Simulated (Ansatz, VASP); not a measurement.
CdCoCl4 in VASP and in Ansatz

Contents of INCAR:

```
ALGO = Fast ; EDIFF = 1E-6
EDIFFG = -0.08 ; ENCUT = 600
GGA = PE ; IBRION = 2
ISIF = 3 ; ISMEAR = 0
ISPIN = 2 ; LASPH = True
LCHARG = False ; LMAXMIX = 4
LORBIT = 11 ; LREAL = False
LWAVE = False ; MAGMOM = 0 3 0 0 0 0
NELM = 150 ; NSW = 36
PREC = Accurate ; SIGMA = 0.15
```

File KPOINTS:

```
k-points
0
Gamma
  4 4 1
```

Contents of POSCAR:

```
CdCoCl4
1.0
    3.4199021400      0.0000000000      0.0000000000
   -1.7099510700      2.9617221300      0.0000000000
    0.0000000000      0.0000000000     13.6448422700
Cd Co Cl
1 1 4
Direct
    0.6666666700      0.3333333300      0.5000000000
    0.6666666700      0.3333333300      0.0000000000
    0.3333333300      0.6666666700      0.6259580300
    0.0000000000      0.0000000000      0.8781179800
    0.0000000000      0.0000000000      0.1218820200
    0.3333333300      0.6666666700      0.3740419700
```

Input for Ansatz:

```yaml
crystal:
  lattice:
    - [3.41990214, 0.0, 0.0]
    - [-1.70995107, 2.96172213, 0.0]
    - [0.0, 0.0, 13.64484227]
  atoms:
    - { symbol: Cd, position: [0.66666667, 0.33333333, 0.5] }
    - { symbol: Co, position: [0.66666667, 0.33333333, 0.0], spin: 3.0 }
    - { symbol: Cl, position: [0.33333333, 0.66666667, 0.62595803] }
    - { symbol: Cl, position: [0.0, 0.0, 0.87811798] }
    - { symbol: Cl, position: [0.0, 0.0, 0.12188202] }
    - { symbol: Cl, position: [0.33333333, 0.66666667, 0.37404197] }
basis:
  ecutwfc: 420
kpoints:
  mp_grid: { grid: [4, 4, 1] }
hamiltonian:
  xc: pbe
scf:
  occupations: { method: gaussian, width: 0.15 }
  lower_state_search: "off"
output:
  forces: true
  stress: true
  eigenvalues: true
  populations: true
magnetization:
  spin_polarized: true
relax:
  adjacent_minimum: "off"
  f_tol: 0.08
  max_steps: 16
  cell: { stress_tol: 0.8 }
```

Change from the starting cell: species swapped into the TaWSe4 type (P-6m2, No. 187).

Alike in both runs: task relaxation of cell and atoms; functional PBE; k mesh 4 × 4 × 1; occupations gaussian, width 0.15 eV; collinear spin.

|  | VASP | Ansatz |
| --- | --- | --- |
| version | VASP 6.6.1 | Ansatz 0.2.0 |
| potentials or method | VASP PAW PBE potentials, release 64 (Cd, Co, Cl), cutoff 600 eV | scalar-relativistic, plane waves, PAW |
| valence electrons in the cell | 49 | 65 |

```tsv
	VASP	Ansatz	Ansatz less VASP
gap on the k mesh at the Fermi level, each at its own relaxed structure (eV)	none	none	-
net moment per atom (μB)	0.50	0.50	0.000
size of the moment on the site where the two differ most (μB)	2.47	2.49	+0.013
relaxed volume (Å³/atom)	24.03	25.06	+1.034
relaxed length of the cell vector where the two differ most in proportion (Å)	13.161	13.715	+0.5540
```

Site moments also hang on the region over which each program counts them. A gap of «none» marks a metal or a gap that the smearing closes. VASP's potentials hold 49 valence electrons a cell and Ansatz's 65, so a difference there can come from the potentials and not from the codes.

The k mesh is coarse, so the values compare programs but aren't converged.
